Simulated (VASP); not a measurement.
# MgO2 (Pa-3) in VASP: further runs, part 2 of 2

VASP 6.6.1. The steps go on from the part before.

### Step 4. Relaxation of the atoms, PBEsol (8.60 Å³/atom)

This run uses another cell than the first one, of 8.60 Å³/atom.

INCAR reads:

```
SYSTEM = MgO2
PREC = Accurate
ENCUT = 520
EDIFF = 1E-6
ISMEAR = 0
SIGMA = 0.02
LREAL = .False.
LASPH = .True.
NELM = 100
ALGO = Normal
ISIF = 2
LWAVE = .False.
LCHARG = .False.
GGA = PS
IBRION = 2
NSW = 50
EDIFFG = -0.01
```

KPOINTS reads:

```
Automatic mesh
0
Gamma
  6 6 6
  0 0 0
```

POSCAR reads:

```
MgO2
1.0
    4.6910172462      0.0000000000      0.0000000000
    0.0000000000      4.6910172462      0.0000000000
    0.0000000000      0.0000000000      4.6910172462
Mg O
4 8
Direct
    0.0000000000      0.5000000000      0.5000000000
    0.5000000000      0.5000000000      0.0000000000
    0.5000000000      0.0000000000      0.5000000000
    0.0000000000      0.0000000000      0.0000000000
    0.4105580775      0.0894419225      0.9105580775
    0.0894419225      0.9105580775      0.4105580775
    0.9105580775      0.4105580775      0.0894419225
    0.5894419225      0.5894419225      0.5894419225
    0.4105580775      0.4105580775      0.4105580775
    0.0894419225      0.5894419225      0.9105580775
    0.9105580775      0.0894419225      0.5894419225
    0.5894419225      0.9105580775      0.0894419225
```

Potentials or basis: VASP PAW PBE potentials, release 64 (Mg, O).

Started as:

```
> cat potpaw_PBE.64/Mg/POTCAR potpaw_PBE.64/O/POTCAR > POTCAR
> mpirun -np 1 vasp_std > vasp.out
```

OUTCAR:

```text
SYSTEM = MgO2
   PREC = Accurate
   ENCUT = 520
   EDIFF = 1E-6
   ISMEAR = 0
   LREAL = .False.
   LASPH = .True.
   NELM = 100
   ISIF = 2
   GGA = PS
   IBRION = 2
   NSW = 50
   EDIFFG = -0.01

 ion  position               nearest neighbor table
   1  0.000  0.500  0.500-   6 2.02   7 2.02   8 2.02   9 2.02  10 2.02  11 2.02   2 3.32   3 3.32
                             4 3.32   2 3.32   4 3.32   3 3.32   4 3.32   4 3.32   2 3.32   3 3.32
   2  0.500  0.500  0.000-   5 2.02   7 2.02   8 2.02   9 2.02  10 2.02  12 2.02   1 3.32   3 3.32
                             4 3.32   1 3.32   3 3.32   3 3.32   4 3.32   3 3.32   1 3.32   4 3.32
   3  0.500  0.000  0.500-   5 2.02   6 2.02   8 2.02   9 2.02  11 2.02  12 2.02   1 3.32   2 3.32
                             4 3.32   2 3.32   4 3.32   1 3.32   2 3.32   2 3.32   1 3.32   4 3.32
   4  0.000  0.000  0.000-   5 2.02   6 2.02   7 2.02  10 2.02  11 2.02  12 2.02   1 3.32   2 3.32
                             3 3.32   1 3.32   3 3.32   1 3.32   2 3.32   1 3.32   2 3.32   3 3.32
   5  0.411  0.089  0.911-  12 1.45   3 2.02   4 2.02   2 2.02
   6  0.089  0.911  0.411-  11 1.45   3 2.02   4 2.02   1 2.02
   7  0.911  0.411  0.089-  10 1.45   2 2.02   4 2.02   1 2.02
   8  0.589  0.589  0.589-   9 1.45   2 2.02   3 2.02   1 2.02
   9  0.411  0.411  0.411-   8 1.45   2 2.02   3 2.02   1 2.02
  10  0.089  0.589  0.911-   7 1.45   2 2.02   4 2.02   1 2.02
  11  0.911  0.089  0.589-   6 1.45   3 2.02   4 2.02   1 2.02
  12  0.589  0.911  0.089-   5 1.45   3 2.02   4 2.02   2 2.02

  LATTYP: Found a simple cubic cell.
 ALAT       =     4.6910172462

  Lattice vectors:

 A1 = (   4.6910172462,   0.0000000000,   0.0000000000)
 A2 = (   0.0000000000,   4.6910172462,   0.0000000000)
 A3 = (   0.0000000000,   0.0000000000,   4.6910172462)

Analysis of symmetry for initial positions (statically):
=====================================================================
 Subroutine PRICEL returns:
 Original cell was already a primitive cell.

 Routine SETGRP: Setting up the symmetry group for a
 simple cubic supercell.

 Subroutine GETGRP returns: Found 24 space group operations
 (whereof  6 operations were pure point group operations)
 out of a pool of 48 trial point group operations.
[... 147 lines left out ...]
   NELECT =      56.0000    total number of electrons
   NUPDOWN=      -1.0000    fix difference up-down
   EMIN   =  10.00;   EMAX   =-10.00  energy-range for DOS
   EFERMI =   0.00;   METHOD = LEGACY
   ISMEAR =     0;   SIGMA  =   0.02  broadening in eV -4-tet -1-fermi 0-gaus
   EFERMI_NEDOS =   21; number of points for ismear=-14 and -15
   IALGO  =     38    algorithm
   IMIX   =      4    mixing-type and parameters
     AMIX     =   0.40;   BMIX     =  1.00
     AMIX_MAG =   1.60;   BMIX_MAG =  1.00
  volume/ion in A,a.u.               =       8.60        58.05
  Fermi-wavevector in a.u.,A,eV,Ry     =   1.335172  2.523109 24.254884  1.782684
  Thomas-Fermi vector in A             =   2.463897
   LORBIT       =      0    0 simple, 1 ext, 2 COOP (PROOUT), +10 PAW based schemes
   GGA     = PS    functional components
   LHFCALC =     F    Hartree Fock is set to
   AEXX    =    0.0000 exact exchange contribution
   IVDW    =     0    specifies the selected vdW correction
   LEPSILON=     F    determine dielectric tensor
   LRPA    =     F    only Hartree local field effects (RPA)
 conjugate gradient relaxation of ions
 non-spin polarized calculation
 Gauss-broadening in eV      SIGMA  =   0.02
  energy-cutoff  :      520.00
  volume of cell :      103.23
 maximum number of plane-waves:      2801
   NGX = 17   NGY = 17   NGZ = 17

--------------------------------------- Ionic step        1  -------------------------------------------

 number of electron      55.9999954 magnetization

 Free energy of the ion-electron system (eV)
  ---------------------------------------------------
  ext. energy  EPLUGINS =         0.00000000
  ---------------------------------------------------
  free energy    TOTEN  =       -69.31554975 eV

  energy without entropy =      -69.31554975  energy(sigma->0) =      -69.31554975

------------------------ aborting loop because EDIFF is reached ----------------------------------------

  FORCE on cell =-STRESS in cart. coord.  units (eV):
  Direction    XX          YY          ZZ          XY          YZ          ZX
  --------------------------------------------------------------------------------------
  -------------------------------------------------------------------------------------
  Total       10.4689101     10.4689101     10.4689101     -0.0000000     -0.0000000      0.0000000
  in kB      162.4841358    162.4841358    162.4841358     -0.0000000     -0.0000000      0.0000000
  external PRESSURE =     162.4841358 kB  Pullay stress =       0.0000000 kB
[... 79 lines left out ...]
--------------------------------------- Ionic step        3  -------------------------------------------

 number of electron      55.9999951 magnetization

 Free energy of the ion-electron system (eV)
  ---------------------------------------------------
  ext. energy  EPLUGINS =         0.00000000
  ---------------------------------------------------
  free energy    TOTEN  =       -69.33087142 eV

  energy without entropy =      -69.33087142  energy(sigma->0) =      -69.33087142

 E-fermi :   3.6667     XC(G=0): -11.5117

 val. band max:        3.5393414937   @ k =   0.0000   0.0000   0.0000
 cond. band min:       7.7515948768   @ k =   0.3333   0.1667   0.1667
 fundamental gap:      4.2122533831
 Fermi energy:         3.6667289903

 k-point     1 :       0.0000    0.0000    0.0000
  band No.  band energies     occupation
      1     -18.1624      2.00000
      2     -17.1904      2.00000
      3     -17.1904      2.00000
      4     -17.1904      2.00000
      5     -11.2239      2.00000
      6     -11.2239      2.00000
[... 940 lines left out ...]
  FREE ENERGIE OF THE ION-ELECTRON SYSTEM (eV)
  ---------------------------------------------------
  free  energy   TOTEN  =       -69.3308714174 eV

  energy  without entropy=      -69.3308714174  energy(sigma->0) =      -69.33087142

 reached required accuracy - stopping structural energy minimisation
```

Run time: 4.9 min. Hardware: 1 thread of Oxide Virtual Turin-like, shared host; peak memory 0.21 GiB.

Results:

* Free energy: -69.3309 eV
* Energy gained by relaxing: 1.3 meV/atom
* Ionic steps: 3
* Pressure after relaxing: 15.5 GPa
* Band gap on the k mesh: 4.21 eV (least direct gap 4.37 eV)

The path:
```csv
step,energy change (eV),largest force (eV/Å),pressure (GPa)
1,0.0000,0.4680,16.25
2,0.0263,0.7084,14.34
3,-0.0153,0.0001,15.46
```

Final structure:
```yaml
crystal:
  lattice:
    - [4.69102, 0.00000, 0.00000]
    - [0.00000, 4.69102, 0.00000]
    - [0.00000, 0.00000, 4.69102]
  atoms:
    - { symbol: Mg, position: [0.00000, 0.50000, 0.50000] }
    - { symbol: Mg, position: [0.50000, 0.50000, 0.00000] }
    - { symbol: Mg, position: [0.50000, 0.00000, 0.50000] }
    - { symbol: Mg, position: [0.00000, 0.00000, 0.00000] }
    - { symbol: O, position: [0.40954, 0.09046, 0.90954] }
    - { symbol: O, position: [0.09046, 0.90954, 0.40954] }
    - { symbol: O, position: [0.90954, 0.40954, 0.09046] }
    - { symbol: O, position: [0.59046, 0.59046, 0.59046] }
    - { symbol: O, position: [0.40954, 0.40954, 0.40954] }
    - { symbol: O, position: [0.09046, 0.59046, 0.90954] }
    - { symbol: O, position: [0.90954, 0.09046, 0.59046] }
    - { symbol: O, position: [0.59046, 0.90954, 0.09046] }
```

Levels at points of the mesh, in eV from the valence-band top:
| k point | band 25 | band 26 | band 27 | band 28 | band 29 | band 30 | band 31 | band 32 |
| --- | --- | --- | --- | --- | --- | --- | --- | --- |
| (0.00, 0.00, 0.00) | -0.58 | -0.58 | 0.00 | 0.00 | 4.73 | 4.89 | 4.89 | 4.89 |
| (0.50, 0.00, 0.00) | -0.81 | -0.81 | -0.13 | -0.13 | 4.28 | 4.28 | 4.67 | 4.67 |
| (0.50, 0.50, 0.00) | -0.51 | -0.51 | -0.51 | -0.51 | 4.46 | 4.46 | 4.46 | 4.46 |
| (0.50, 0.50, 0.50) | -0.60 | -0.60 | -0.60 | -0.60 | 4.76 | 4.76 | 4.76 | 4.76 |

Caveat: the PAW data sets were made with another functional, which shifts forces and pressure a little. A k mesh can miss the band edges.

### Step 5. Relaxation of the atoms, PBEsol (10.02 Å³/atom)

This run uses another cell than the first one, of 10.02 Å³/atom.

INCAR reads:

```
SYSTEM = MgO2
  ALGO = Normal
  EDIFF = 1E-7
  EDIFFG = -0.01
  ENCUT = 520
  GGA = PS
  IBRION = 2
  ISIF = 2
  ISMEAR = 0
  LASPH = .True.
  LCHARG = .False.
  LREAL = .False.
  LWAVE = .False.
  NELM = 100
  NSW = 50
  PREC = Accurate
  SIGMA = 0.02
```

KPOINTS reads:

```
k-points
0
Gamma
  6 6 6
  0 0 0
```

POSCAR reads:

```
MgO2
1.0
    4.9357731058      0.0000000000      0.0000000000
    0.0000000000      4.9357731058      0.0000000000
    0.0000000000      0.0000000000      4.9357731058
Mg O
4 8
Direct
    0.0000000000      0.5000000000      0.5000000000
    0.5000000000      0.5000000000      0.0000000000
    0.5000000000      0.0000000000      0.5000000000
    0.0000000000      0.0000000000      0.0000000000
    0.4121770907      0.0878229093      0.9121770907
    0.0878229093      0.9121770907      0.4121770907
    0.9121770907      0.4121770907      0.0878229093
    0.5878229093      0.5878229093      0.5878229093
    0.4121770907      0.4121770907      0.4121770907
    0.0878229093      0.5878229093      0.9121770907
    0.9121770907      0.0878229093      0.5878229093
    0.5878229093      0.9121770907      0.0878229093
```

Potentials or basis: VASP PAW PBE potentials, release 64 (Mg, O).

Started as:

```
> cat potpaw_PBE.64/Mg/POTCAR potpaw_PBE.64/O/POTCAR > POTCAR
> mpirun -np 1 vasp_std > vasp.out
```

OUTCAR:

```text
SYSTEM = MgO2
   EDIFF = 1E-7
   EDIFFG = -0.01
   ENCUT = 520
   GGA = PS
   IBRION = 2
   ISIF = 2
   ISMEAR = 0
   LASPH = .True.
   LREAL = .False.
   NELM = 100
   NSW = 50
   PREC = Accurate

 ion  position               nearest neighbor table
   1  0.000  0.500  0.500-   6 2.12   7 2.12   8 2.12   9 2.12  10 2.12  11 2.12   2 3.49   3 3.49
                             4 3.49   2 3.49   4 3.49   3 3.49   4 3.49   4 3.49   2 3.49   3 3.49
   2  0.500  0.500  0.000-   5 2.12   7 2.12   8 2.12   9 2.12  10 2.12  12 2.12   1 3.49   3 3.49
                             4 3.49   1 3.49   3 3.49   3 3.49   4 3.49   3 3.49   1 3.49   4 3.49
   3  0.500  0.000  0.500-   5 2.12   6 2.12   8 2.12   9 2.12  11 2.12  12 2.12   1 3.49   2 3.49
                             4 3.49   2 3.49   4 3.49   1 3.49   2 3.49   2 3.49   1 3.49   4 3.49
   4  0.000  0.000  0.000-   5 2.12   6 2.12   7 2.12  10 2.12  11 2.12  12 2.12   1 3.49   2 3.49
                             3 3.49   1 3.49   3 3.49   1 3.49   2 3.49   1 3.49   2 3.49   3 3.49
   5  0.412  0.088  0.912-  12 1.50   3 2.12   4 2.12   2 2.12
   6  0.088  0.912  0.412-  11 1.50   3 2.12   4 2.12   1 2.12
   7  0.912  0.412  0.088-  10 1.50   2 2.12   4 2.12   1 2.12
   8  0.588  0.588  0.588-   9 1.50   2 2.12   3 2.12   1 2.12
   9  0.412  0.412  0.412-   8 1.50   2 2.12   3 2.12   1 2.12
  10  0.088  0.588  0.912-   7 1.50   2 2.12   4 2.12   1 2.12
  11  0.912  0.088  0.588-   6 1.50   3 2.12   4 2.12   1 2.12
  12  0.588  0.912  0.088-   5 1.50   3 2.12   4 2.12   2 2.12

  LATTYP: Found a simple cubic cell.
 ALAT       =     4.9357731058

  Lattice vectors:

 A1 = (   4.9357731058,   0.0000000000,   0.0000000000)
 A2 = (   0.0000000000,   4.9357731058,   0.0000000000)
 A3 = (   0.0000000000,   0.0000000000,   4.9357731058)

Analysis of symmetry for initial positions (statically):
=====================================================================
 Subroutine PRICEL returns:
 Original cell was already a primitive cell.

 Routine SETGRP: Setting up the symmetry group for a
 simple cubic supercell.

 Subroutine GETGRP returns: Found 24 space group operations
 (whereof  6 operations were pure point group operations)
 out of a pool of 48 trial point group operations.

The static configuration has the point symmetry S_6 .
 The point group associated with its full space group is T_h .

[... 148 lines left out ...]
   EFERMI_NEDOS =   21; number of points for ismear=-14 and -15
   IALGO  =     38    algorithm
   IMIX   =      4    mixing-type and parameters
     AMIX     =   0.40;   BMIX     =  1.00
     AMIX_MAG =   1.60;   BMIX_MAG =  1.00
  volume/ion in A,a.u.               =      10.02        67.62
  Fermi-wavevector in a.u.,A,eV,Ry     =   1.268963  2.397993 21.909017  1.610267
  Thomas-Fermi vector in A             =   2.402030
   LORBIT       =      0    0 simple, 1 ext, 2 COOP (PROOUT), +10 PAW based schemes
   GGA     = PS    functional components
   LHFCALC =     F    Hartree Fock is set to
   AEXX    =    0.0000 exact exchange contribution
   IVDW    =     0    specifies the selected vdW correction
   LEPSILON=     F    determine dielectric tensor
   LRPA    =     F    only Hartree local field effects (RPA)
 conjugate gradient relaxation of ions
 non-spin polarized calculation
 Gauss-broadening in eV      SIGMA  =   0.02
  energy-cutoff  :      520.00
  volume of cell :      120.24
 maximum number of plane-waves:      3253
 NGX is ok and might be reduce to    40
   NGX = 19   NGY = 19   NGZ = 19

--------------------------------------- Ionic step        1  -------------------------------------------

 number of electron      55.9999952 magnetization

 Free energy of the ion-electron system (eV)
  ---------------------------------------------------
  ext. energy  EPLUGINS =         0.00000000
  ---------------------------------------------------
  free energy    TOTEN  =       -69.62741157 eV

  energy without entropy =      -69.62741157  energy(sigma->0) =      -69.62741157

------------------------ aborting loop because EDIFF is reached ----------------------------------------

  FORCE on cell =-STRESS in cart. coord.  units (eV):
  Direction    XX          YY          ZZ          XY          YZ          ZX
  --------------------------------------------------------------------------------------
  -------------------------------------------------------------------------------------
  Total       -5.6114525     -5.6114525     -5.6114525      0.0000000     -0.0000000      0.0000000
  in kB      -74.7687824    -74.7687824    -74.7687824      0.0000000     -0.0000000      0.0000000
  external PRESSURE =     -74.7687824 kB  Pullay stress =       0.0000000 kB
[... 79 lines left out ...]
--------------------------------------- Ionic step        3  -------------------------------------------

 number of electron      55.9999952 magnetization

 Free energy of the ion-electron system (eV)
  ---------------------------------------------------
  ext. energy  EPLUGINS =         0.00000000
  ---------------------------------------------------
  free energy    TOTEN  =       -69.62745588 eV

  energy without entropy =      -69.62745588  energy(sigma->0) =      -69.62745588

 E-fermi :   2.6050     XC(G=0): -10.7220

 val. band max:        2.4338784107   @ k =   0.0000   0.0000   0.0000
 cond. band min:       6.1312495142   @ k =   0.3333   0.1667   0.1667
 fundamental gap:      3.6973711035
 Fermi energy:         2.6049751494

 k-point     1 :       0.0000    0.0000    0.0000
  band No.  band energies     occupation
      1     -18.4654      2.00000
      2     -17.7738      2.00000
      3     -17.7738      2.00000
      4     -17.7738      2.00000
      5     -12.1461      2.00000
      6     -12.1461      2.00000
[... 940 lines left out ...]
  FREE ENERGIE OF THE ION-ELECTRON SYSTEM (eV)
  ---------------------------------------------------
  free  energy   TOTEN  =       -69.6274558793 eV

  energy  without entropy=      -69.6274558793  energy(sigma->0) =      -69.62745588

 reached required accuracy - stopping structural energy minimisation
```

OSZICAR:

```text
N       E                     dE             d eps       ncg     rms          rms(c)
DAV:   1     0.338255348169E+03    0.33826E+03   -0.30003E+04  1728   0.149E+03
DAV:   2    -0.504629321599E+02   -0.38872E+03   -0.38046E+03  2096   0.312E+02
DAV:   3    -0.741478398311E+02   -0.23685E+02   -0.23526E+02  2031   0.860E+01
[... 21 lines left out ...]
DAV:   1    -0.696274262054E+02   -0.32733E-04   -0.14739E-02  1686   0.760E-01    0.341E-02
DAV:   2    -0.696274562286E+02   -0.30023E-04   -0.39989E-04  2017   0.109E-01    0.195E-02
DAV:   3    -0.696274553264E+02    0.90222E-06   -0.53496E-06  1930   0.149E-02    0.930E-03
DAV:   4    -0.696274556230E+02   -0.29658E-06   -0.84751E-07  1889   0.554E-03    0.318E-03
DAV:   5    -0.696274558511E+02   -0.22817E-06   -0.72191E-08   984   0.196E-03    0.592E-04
DAV:   6    -0.696274558793E+02   -0.28166E-07   -0.17211E-08   951   0.936E-04
   3 F= -.69627456E+02 E0= -.69627456E+02  d E =-.443125E-04
```

CONTCAR:

```text
MgO2
   1.00000000000000
     4.9357731058000001    0.0000000000000000    0.0000000000000000
     0.0000000000000000    4.9357731058000001    0.0000000000000000
     0.0000000000000000    0.0000000000000000    4.9357731058000001
  Mg              O
     4     8
Direct
     0.0000000000000000    0.5000000000000000    0.5000000000000000
     0.5000000000000000    0.5000000000000000    0.0000000000000000
     0.5000000000000000    0.0000000000000000    0.5000000000000000
     0.0000000000000000    0.0000000000000000    0.0000000000000000
     0.4122350265363251    0.0877649734636749    0.9122350265363250
     0.0877649734636749    0.9122350265363250    0.4122350265363251
     0.9122350265363250    0.4122350265363251    0.0877649734636749
     0.5877649734636750    0.5877649734636750    0.5877649734636750
     0.4122350265363251    0.4122350265363251    0.4122350265363251
     0.0877649734636749    0.5877649734636750    0.9122350265363250
     0.9122350265363250    0.0877649734636749    0.5877649734636750
     0.5877649734636750    0.9122350265363250    0.0877649734636749

  0.00000000E+00  0.00000000E+00  0.00000000E+00
  0.00000000E+00  0.00000000E+00  0.00000000E+00
  0.00000000E+00  0.00000000E+00  0.00000000E+00
  0.00000000E+00  0.00000000E+00  0.00000000E+00
  0.00000000E+00  0.00000000E+00  0.00000000E+00
  0.00000000E+00  0.00000000E+00  0.00000000E+00
  0.00000000E+00  0.00000000E+00  0.00000000E+00
  0.00000000E+00  0.00000000E+00  0.00000000E+00
  0.00000000E+00  0.00000000E+00  0.00000000E+00
  0.00000000E+00  0.00000000E+00  0.00000000E+00
  0.00000000E+00  0.00000000E+00  0.00000000E+00
  0.00000000E+00  0.00000000E+00  0.00000000E+00
```

Wall time 4.1 min (1 thread of Oxide Virtual Turin-like, shared host); peak memory 0.25 GiB.

What came out:

| Item | Value |
| --- | --- |
| Free energy | -69.6275 eV |
| Energy gained by relaxing | 0.0 meV/atom |
| Ionic steps | 3 |
| Pressure after relaxing | -7.4 GPa |
| Band gap on the k mesh | 3.70 eV (least direct gap 3.80 eV) |

Final structure:
```
Mg O
1.0
     4.93577    0.00000    0.00000
     0.00000    4.93577    0.00000
     0.00000    0.00000    4.93577
Mg O
4 8
Direct
  0.00000 0.50000 0.50000
  0.50000 0.50000 0.00000
  0.50000 0.00000 0.50000
  0.00000 0.00000 0.00000
  0.41224 0.08776 0.91224
  0.08776 0.91224 0.41224
  0.91224 0.41224 0.08776
  0.58777 0.58777 0.58777
  0.41224 0.41224 0.41224
  0.08776 0.58777 0.91224
  0.91224 0.08776 0.58777
  0.58777 0.91224 0.08776
```

Caveat: the PAW data sets were made with another functional, which shifts forces and pressure a little.

### Step 6. Summary

```tsv
task	potentials or basis	cell	cutoff (eV)	smearing	mended	gap on the mesh (eV)	pressure (GPa)	largest force (eV/Å)
single point	VASP PAW PBE potentials, release 64 (Mg_sv, O)	a = 4.841 Å, 12 atoms	750	gaussian 0.02 eV	yes	3.95	0.0	0.14
single point	VASP PAW PBE potentials, release 64 (Mg_sv, O)	a = 4.841 Å, 12 atoms	750	gaussian 0.01 eV	yes	3.95	0.0	0.14
relaxation of the atoms	VASP PAW PBE potentials, release 64 (Mg, O)	atoms relaxed from a = 4.691 Å, 12 atoms	520	gaussian 0.02 eV	-	4.21	15.5	-
relaxation of the atoms	VASP PAW PBE potentials, release 64 (Mg, O)	atoms relaxed from a = 4.936 Å, 12 atoms	520	gaussian 0.02 eV	-	3.70	-7.4	-
```

Alike in all rows: level PBEsol; no spin polarisation; k mesh 6 × 6 × 6.

Caveats: the PAW data sets were made with another functional, which shifts forces and pressure a little.

Absolute energies hang on the potentials; compare differences alone.
